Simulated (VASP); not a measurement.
# BAs2 (R3m) in VASP: further runs, part 2 of 2

VASP 6.6.1.

## Step 5: Single point, PBE

This run uses another cell than the first one, of 17.47 Å³/atom.

Input file INCAR:

```
SYSTEM = BAs2
PREC = Accurate
ENCUT = 520
EDIFF = 1E-7
ISMEAR = 0
SIGMA = 0.1
LREAL = .FALSE.
LASPH = .TRUE.
NELM = 60
ALGO = Normal
ISIF = 2
LWAVE = .FALSE.
LCHARG = .FALSE.
GGA = PE
NBANDS = 14
```

Input file KPOINTS:

```
Automatic mesh
0
G
  18 18 18
  0 0 0
```

Input file POSCAR:

```
BAs2
1.0
    1.6128643483      0.9311876656      5.8162642754
   -1.6128643483      0.9311876656      5.8162642754
    0.0000000000     -1.8623753313      5.8162642754
B As
1 2
Direct
    0.9997264648      0.9997264648      0.9997264648
    0.2607002755      0.2607002755      0.2607002755
    0.4062732598      0.4062732598      0.4062732598
```

Potentials or basis: VASP PAW PBE potentials, release 64 (B, As).

Command:

```
cat potpaw_PBE.64/B/POTCAR potpaw_PBE.64/As/POTCAR > POTCAR
mpirun -np 1 vasp_std > vasp.out
```

OUTCAR:

```text
SYSTEM = BAs2
   PREC = Accurate
   ENCUT = 520
   EDIFF = 1E-7
   ISMEAR = 0
   LREAL = .FALSE.
   LASPH = .TRUE.
   NELM = 60
   ISIF = 2
   GGA = PE

 ion  position               nearest neighbor table
   1  1.000  1.000  1.000-   2 2.25   2 2.25   2 2.25   3 2.26   3 2.26   3 2.26
   2  0.261  0.261  0.261-   1 2.25   1 2.25   1 2.25   3 2.54
   3  0.406  0.406  0.406-   1 2.26   1 2.26   1 2.26   2 2.54

  LATTYP: Found a trigonal (rhomboedric) cell.
 ALAT       =     6.1071574399
 COS(alpha) =     0.8605085953

  Lattice vectors:

 A1 = (   1.6128643483,   0.9311876656,   5.8162642754)
 A2 = (  -1.6128643483,   0.9311876656,   5.8162642754)
 A3 = (   0.0000000000,  -1.8623753313,   5.8162642754)

Analysis of symmetry for initial positions (statically):
=====================================================================
 Subroutine PRICEL returns:
 Original cell was already a primitive cell.

 Routine SETGRP: Setting up the symmetry group for a
 trigonal (rhombohedral) supercell.

 Subroutine GETGRP returns: Found  6 space group operations
 (whereof  6 operations were pure point group operations)
 out of a pool of 12 trial point group operations.

The static configuration has the point symmetry C_3v.
[... 182 lines left out ...]
     10       9.3706      0.00000
     11       9.3706      0.00000
     12      12.2348      0.00000
     13      13.0366      0.00000
     14      15.8706      0.00000
[... 377 lines left out ...]
      1      -9.3800      2.00000
      2      -5.5525      2.00000
      3      -0.5710      2.00000
      4       0.0777      2.00000
      5       2.9133      2.00000
      6       3.5075      2.00000
      7       7.0207      0.00000
      8       7.6755      0.00000
      9       7.9004      0.00000
     10      10.4598      0.00000
     11      11.3630      0.00000
     12      11.8976      0.00000
     13      13.0031      0.00000
     14      14.5267      0.00000

 [... further k-points ...]

------------------------ aborting loop because EDIFF is reached ----------------------------------------

  FORCE on cell =-STRESS in cart. coord.  units (eV):
  Direction    XX          YY          ZZ          XY          YZ          ZX
  --------------------------------------------------------------------------------------
  -------------------------------------------------------------------------------------
  Total        0.0709507      0.0709507      0.1953631      0.0000000     -0.0000000      0.0000000
  in kB        2.1688878      2.1688878      5.9720397      0.0000000     -0.0000000      0.0000000
  external PRESSURE =       3.4366051 kB  Pullay stress =       0.0000000 kB

 VOLUME and BASIS-vectors are now :
 -----------------------------------------------------------------------------
  energy-cutoff  :      520.00
  volume of cell :       52.41
      direct lattice vectors                 reciprocal lattice vectors
     1.612864348  0.931187666  5.816264275     0.310007472  0.178982898  0.057310555
    -1.612864348  0.931187666  5.816264275    -0.310007472  0.178982898  0.057310555
     0.000000000 -1.862375331  5.816264275     0.000000000 -0.357965795  0.057310555

 POSITION                                       TOTAL-FORCE (eV/Angst)
 -----------------------------------------------------------------------------------
      0.00000     -0.00000     17.44402         0.000000     -0.000000      0.001407
      0.00000     -0.00000      4.54891         0.000000      0.000000     -0.085419
      0.00000     -0.00000      7.08898         0.000000     -0.000000      0.084012
 -----------------------------------------------------------------------------------
    total drift:                               -0.000000     -0.000000     -0.000013

  FREE ENERGIE OF THE ION-ELECTRON SYSTEM (eV)
  ---------------------------------------------------
  free  energy   TOTEN  =       -14.4365987202 eV

  energy  without entropy=      -14.4334126535  energy(sigma->0) =      -14.43500569
```

OSZICAR:

```text
N       E                     dE             d eps       ncg     rms          rms(c)
DAV:   1     0.333166966142E+02    0.33317E+02   -0.52373E+03 16240   0.766E+02
DAV:   2    -0.127821196995E+02   -0.46099E+02   -0.42835E+02 21654   0.126E+02
DAV:   3    -0.150646191515E+02   -0.22825E+01   -0.22661E+01 20662   0.278E+01
DAV:   4    -0.150773905250E+02   -0.12771E-01   -0.12770E-01 19216   0.241E+00
DAV:   5    -0.150774494205E+02   -0.58896E-04   -0.58895E-04 20926   0.168E-01    0.524E+00
DAV:   6    -0.144344488063E+02    0.64300E+00   -0.11159E+00 18418   0.671E+00    0.225E+00
DAV:   7    -0.144415026787E+02   -0.70539E-02   -0.22797E-01 21196   0.250E+00    0.131E+00
DAV:   8    -0.144378742892E+02    0.36284E-02   -0.18350E-02 19540   0.940E-01    0.175E-01
DAV:   9    -0.144365277361E+02    0.13466E-02   -0.25852E-03 19426   0.369E-01    0.598E-02
DAV:  10    -0.144365993198E+02   -0.71584E-04   -0.63542E-04 19012   0.133E-01    0.163E-02
DAV:  11    -0.144366015204E+02   -0.22006E-05   -0.15124E-05 20938   0.265E-02    0.915E-03
DAV:  12    -0.144365985425E+02    0.29779E-05   -0.81378E-06 19672   0.151E-02    0.210E-03
DAV:  13    -0.144365987198E+02   -0.17728E-06   -0.60842E-07 20296   0.451E-03    0.484E-04
DAV:  14    -0.144365987202E+02   -0.41700E-09   -0.15639E-08 10928   0.786E-04
   1 F= -.14436599E+02 E0= -.14435006E+02  d E =-.318607E-02
```

Run time: 25 min. Hardware: 1 thread of Intel Xeon 8259CL, shared host; peak memory 0.64 GiB.

What came out:

```yaml
Free_energy: -14.4366 eV
Pressure: 0.3 GPa
Largest_force: 0.085 eV/Å
Band_gap_on_the_k_mesh: zero (an odd number of electrons rules out a gap without spin polarisation)
```

Forces on the atoms (eV/Å):
```
B    0.000  0.000  0.001
As   0.000  0.000 -0.085
As   0.000  0.000  0.084
```

Levels at points of the mesh, in eV from the Fermi level:
| k point | band 3 | band 4 | band 5 | band 6 | band 7 | band 8 | band 9 | band 10 |
| --- | --- | --- | --- | --- | --- | --- | --- | --- |
| (0.00, 0.00, 0.00) | -7.14 | -0.89 | -0.89 | 0.53 | 2.79 | 3.20 | 3.20 | 3.78 |
| (0.50, 0.00, 0.00) | -9.23 | -5.58 | -4.13 | -3.33 | -0.06 | 0.94 | 1.89 | 2.83 |
| (0.50, 0.50, 0.00) | -9.21 | -5.77 | -3.40 | -3.38 | 0.27 | 1.38 | 1.47 | 3.02 |
| (0.50, 0.50, 0.50) | -4.99 | -2.66 | -0.92 | -0.92 | 2.95 | 3.39 | 3.39 | 3.69 |

## Step 6: Overview

| task | cell | k mesh | cutoff (eV) | gap on the mesh (eV) | pressure (GPa) | largest force (eV/Å) |
| --- | --- | --- | --- | --- | --- | --- |
| single point | a = 6.044 Å, angles 28.7°, 3 atoms, atomic positions A | 6 × 6 × 6 | 520 | none | 8.1 | 0.91 |
| single point | a = 6.191 Å, angles 30.1°, 3 atoms, atomic positions B | 6 × 6 × 6 | 520 | none | 0.6 | 0.09 |
| relaxation of cell and atoms | relaxed from a = 6.044 Å, angles 28.7°, 3 atoms, atomic positions A | 6 × 6 × 6 | 600 | none | 0.0 | 0.01 |
| single point | a = 6.107 Å, angles 30.6°, 3 atoms, atomic positions C | 18 × 18 × 18 | 520 | none | 0.3 | 0.09 |

Alike in all rows: level PBE; potentials or basis VASP PAW PBE potentials, release 64 (B, As); no spin polarisation; smearing gaussian 0.1 eV.

Caveats: some runs use coarse meshes; the volume moved by over 15 % at a fixed basis, so the end points are rough (at least some runs).

Absolute energies hang on the potentials; compare differences alone.
